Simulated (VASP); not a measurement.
# TaN (P-6m2) in VASP: further runs, part 2 of 2

VASP 6.6.1.

### 5 Relaxation of cell and atoms, LDA, target pressure 30 GPa, at which the enthalpy is minimised

This run uses another cell than the first one, of 10.43 Å³/atom.

The input, INCAR:

```
ALGO = Normal ; EDIFF = 1E-6
EDIFFG = -0.001 ; ENCUT = 600
GGA = CA ; IBRION = 2
ISIF = 3 ; ISMEAR = -1
LASPH = True ; LCHARG = False
LREAL = False ; LWAVE = False
NELM = 80 ; NSW = 80
PREC = Accurate ; PSTRESS = 300.0
SIGMA = 0.15
```

The input, KPOINTS:

```
k-points
0
Gamma
  18 18 14
```

The input, POSCAR:

```
TaN
1.0
    2.9068983749      0.0000000000      0.0000000000
   -1.4534491874      2.5174478389      0.0000000000
    0.0000000000      0.0000000000      2.8508655660
Ta N
1 1
Direct
    0.3333333333      0.6666666667      0.5000000000
    0.0000000000      0.0000000000      0.0000000000
```

Potentials or basis: VASP PAW LDA potentials, release 64 (Ta_pv, N).

Launch:

```
$ cat potpaw_LDA.64/Ta_pv/POTCAR potpaw_LDA.64/N/POTCAR > POTCAR
$ mpirun -np 1 vasp_std > vasp.out
```

OUTCAR:

```text
EDIFF = 1E-6
   EDIFFG = -0.001
   ENCUT = 600
   GGA = CA
   IBRION = 2
   ISIF = 3
   ISMEAR = -1
   LASPH = True
   LREAL = False
   NELM = 80
   NSW = 80
   PREC = Accurate
   PSTRESS = 300.0

 ion  position               nearest neighbor table
   1  0.333  0.667  0.500-   2 2.20   2 2.20   2 2.20   2 2.20   2 2.20   2 2.20
   2  0.000  0.000  0.000-   1 2.20   1 2.20   1 2.20   1 2.20   1 2.20   1 2.20

  LATTYP: Found a hexagonal cell.
 ALAT       =     2.9068983749
 C/A-ratio  =     0.9807241941

  Lattice vectors:

 A1 = (   2.9068983749,   0.0000000000,   0.0000000000)
 A2 = (  -1.4534491874,   2.5174478389,   0.0000000000)
 A3 = (   0.0000000000,   0.0000000000,   2.8508655660)

Analysis of symmetry for initial positions (statically):
=====================================================================
 Subroutine PRICEL returns:
 Original cell was already a primitive cell.

 Routine SETGRP: Setting up the symmetry group for a
 hexagonal supercell.

 Subroutine GETGRP returns: Found 12 space group operations
 (whereof 12 operations were pure point group operations)
 out of a pool of 24 trial point group operations.

The static configuration has the point symmetry D_3h.

Analysis of symmetry for dynamics (positions and initial velocities):
=====================================================================
 Subroutine PRICEL returns:
 Original cell was already a primitive cell.

[... 196 lines left out ...]
 E-fermi :  12.1487     XC(G=0): -15.3155

 val. band max:       12.1275418369   @ k =   0.4444   0.1111   0.4286
 cond. band min:      12.1737840756   @ k =   0.1111   0.0000   0.3571
 fundamental gap:      0.0462422387
 Fermi energy:        12.1486828772

 k-point     1 :       0.0000    0.0000    0.0000
  band No.  band energies     occupation
      1     -22.0866      2.00000
      2     -21.5359      2.00000
      3     -21.5359      2.00000
      4      -8.1507      2.00000
      5       5.6559      2.00000
      6       5.6559      2.00000
      7       5.7983      2.00000
      8       8.7386      2.00000
      9      16.4612      0.00000
     10      16.9838      0.00000
     11      16.9838      0.00000
     12      17.7340      0.00000
[... 416 lines left out ...]
  energy  without entropy=      -24.6099150521  energy(sigma->0) =      -24.61554597

  enthalpy is  TOTEN    =       -20.9317797366 eV   P V=        3.6893971445

[... ionic steps 4 to 24 ...]

--------------------------------------- Ionic step       25  -------------------------------------------

 number of electron      15.9999999 magnetization

------------------------ aborting loop because EDIFF is reached ----------------------------------------
[... 71 lines left out ...]
--------------------------------------- Ionic step       27  -------------------------------------------

 number of electron      15.9999999 magnetization

 Free energy of the ion-electron system (eV)
  ---------------------------------------------------
  ext. energy  EPLUGINS =         0.00000000
  ---------------------------------------------------
  free energy    TOTEN  =       -24.59985775 eV

  energy without entropy =      -24.58876963  energy(sigma->0) =      -24.59431369

 E-fermi :   9.2296     XC(G=0): -14.1052

 val. band max:        9.1659607068   @ k =   0.0556   0.0000   0.4286
 cond. band min:       9.2471423610   @ k =   0.0000   0.0000   0.3571
 fundamental gap:      0.0811816542
 Fermi energy:         9.2295665595

 k-point     1 :       0.0000    0.0000    0.0000
  band No.  band energies     occupation
      1     -25.2104      2.00000
      2     -24.8644      2.00000
      3     -24.8644      2.00000
      4      -9.1044      2.00000
      5       4.2154      2.00000
      6       4.2154      2.00000
      7       4.4823      2.00000
      8       6.1688      2.00000
      9      12.3060      0.00000
     10      13.1827      0.00000
     11      13.1827      0.00000
     12      13.6649      0.00000
[... 378 lines left out ...]
  energy  without entropy=      -24.5887696306  energy(sigma->0) =      -24.59431369

  enthalpy is  TOTEN    =       -20.9334219907 eV   P V=        3.6664357610

 reached required accuracy - stopping structural energy minimisation
```

Wall time 4.7 min (1 thread of Intel Xeon Platinum 8488C (Sapphire Rapids), shared host); peak memory 0.23 GiB.

What came out:

```yaml
Free_energy: -24.5999 eV
Relaxed_volume: 9.79 Å³/atom
Relaxed_cell: a = 2.842 Å, b = 2.842 Å, c = 2.800 Å, α = 90.00°, β = 90.00°, γ = 120.00°
Space_group_after_relaxing_to_0.1_Å: P-6m2 (No. 187)
Energy_change_on_relaxing_the_run_minimises_the_enthalpy: +61.0 meV/atom
Ionic_steps: 27
Pressure_after_relaxing: 30.0 GPa
Band_gap_on_the_k_mesh: zero (bands 8 and 9 overlap by 0.38 eV)
```

The path:
| step | energy change (eV) | largest force (eV/Å) | pressure (GPa) | volume (Å³) |
| --- | --- | --- | --- | --- |
| 1 | 0.0000 | 0.0000 | 1.97 | 20.86 |
| 2 | 2.4491 | 0.0000 | 194.82 | 15.82 |
| 3 | 0.1006 | 0.0000 | 27.10 | 19.70 |
| 4 | 0.1164 | 0.0000 | 29.23 | 19.61 |
| 5 | 0.1223 | 0.0000 | 30.13 | 19.58 |
| 6 | 0.1245 | 0.0000 | 30.20 | 19.57 |
| 7 | 0.1229 | 0.0000 | 30.18 | 19.58 |
| 8 | 0.1229 | 0.0000 | 30.18 | 19.58 |
| 9 | 0.1236 | 0.0000 | 30.20 | 19.57 |
| 10 | 0.1229 | 0.0000 | 30.18 | 19.58 |
| 11 | 0.1185 | 0.0000 | 29.61 | 19.60 |
| 12 | 0.1216 | 0.0000 | 29.98 | 19.58 |
| 13 | 0.1217 | 0.0000 | 29.99 | 19.58 |
| 14 | 0.1218 | 0.0000 | 30.02 | 19.58 |
| 15 | 0.1218 | 0.0000 | 30.03 | 19.58 |
| 16 | 0.1216 | 0.0000 | 30.01 | 19.58 |
| 17 | 0.1216 | 0.0000 | 30.01 | 19.58 |
| 18 | 0.1217 | 0.0000 | 30.01 | 19.58 |
| 19 | 0.1217 | 0.0000 | 30.02 | 19.58 |
| 20 | 0.1217 | 0.0000 | 30.02 | 19.58 |
| 21 | 0.1214 | 0.0000 | 30.02 | 19.58 |
| 22 | 0.1204 | 0.0000 | 29.86 | 19.59 |
| 23 | 0.1213 | 0.0000 | 29.95 | 19.58 |
| 24 | 0.1213 | 0.0000 | 29.96 | 19.58 |
| 25 | 0.1214 | 0.0000 | 29.97 | 19.58 |
| 26 | 0.1215 | 0.0000 | 29.97 | 19.58 |
| 27 | 0.1220 | 0.0000 | 30.00 | 19.58 |

Final structure:
```
Ta N
1.0
     2.84171    0.00000    0.00000
    -1.42085    2.46099    0.00000
     0.00000    0.00000    2.79991
Ta N
1 1
Direct
  0.33333 0.66667 0.50000
  0.00000 0.00000 0.00000
```

Caveat: the cell is relaxed towards a set pressure, so the run minimises the enthalpy, not the energy; spin-orbit coupling is left out, which moves the levels of the heavy elements.

### 6 Summary

| task | cell | cutoff (eV) | gap on the mesh (eV) | pressure (GPa) |
| --- | --- | --- | --- | --- |
| single point | a = 2.884, b = 2.884, c = 2.832 Å, angles 90.0, 90.0, 120.0°, 2 atoms | 520 | none | 11.2 |
| relaxation of cell and atoms | relaxed to 9 GPa from a = 2.907, b = 2.907, c = 2.851 Å, angles 90.0, 90.0, 120.0°, 2 atoms | 600 | none | 9.0 |
| single point | a = 2.837, b = 2.837, c = 2.795 Å, angles 90.0, 90.0, 120.0°, 2 atoms | 520 | none | 32.6 |
| relaxation of cell and atoms | relaxed to 30 GPa from a = 2.907, b = 2.907, c = 2.851 Å, angles 90.0, 90.0, 120.0°, 2 atoms | 600 | none | 30.0 |

Alike in all rows: level LDA; potentials or basis VASP PAW LDA potentials, release 64 (Ta_pv, N); no spin polarisation; k mesh 18 × 18 × 14; smearing fermi-dirac 0.15 eV.

Caveats: spin-orbit coupling is left out, which moves the levels of the heavy elements; the cell stands under pressure (at least some runs); the cell is relaxed towards a set pressure, so the run minimises the enthalpy, not the energy (at least some runs).

Total energies depend on the potentials used, so only differences within one code and one set of settings carry meaning.

The gap in the log of VASP goes by the Fermi energy; the results here count the filled bands.